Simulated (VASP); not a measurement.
Here is a VASP 6.6.1 calculation.

File INCAR:

```
SYSTEM = Te2Mo
ALGO = Normal
EDIFF = 1E-6
ENCUT = 520
GGA = PE
ISIF = 2
ISMEAR = 0
LASPH = .True.
LCHARG = .False.
LREAL = .False.
LWAVE = .False.
NBANDS = 35
NELM = 60
PREC = Accurate
SIGMA = 0.05
```

File KPOINTS:

```
k-points
0
Gamma
  9 9 1
  0 0 0
```

File POSCAR:

```
Te2Mo
1.0
    3.5549909197      0.0000000000      0.0000000000
   -1.7774954599      3.0787124467      0.0000000000
    0.0000000000      0.0000000000     35.0365360304
Te Mo
4 2
Direct
    0.3333333333      0.6666666667      0.4468372677
    0.3106328534      0.6666666667      0.9483984951
    0.3560338133      0.6666666667      0.0516015049
    0.3333333333      0.6666666667      0.5531627323
    0.0000000000      0.0000000000      0.0000000000
    0.0000000000      0.0000000000      0.5000000000
```

Potentials or basis: VASP PAW PBE potentials, release 64 (Te, Mo_sv).

Run with:

```console
$ cat potpaw_PBE.64/Te/POTCAR potpaw_PBE.64/Mo_sv/POTCAR > POTCAR
$ mpirun -np 1 vasp_std > vasp.out
```

**Question.** Estimate the band gap on the k mesh.

**Answer.** 0.98 eV.

**Question.** Estimate the largest force.

**Answer.** 0.663 eV/Å.

Forces in eV/Å, atoms in the order of the input:
```
Te   0.000  0.000  0.663
Te   0.492 -0.032 -0.064
Te  -0.492 -0.032  0.064
Te   0.000  0.000 -0.663
Mo   0.000  0.064  0.000
Mo   0.000  0.000  0.000
```

Caveat: the cell differs from its parent crystal (atoms displaced along several vibrational modes); there is no dipole correction, which matters where the two faces differ; spin-orbit coupling is left out, which moves the levels of the heavy elements.
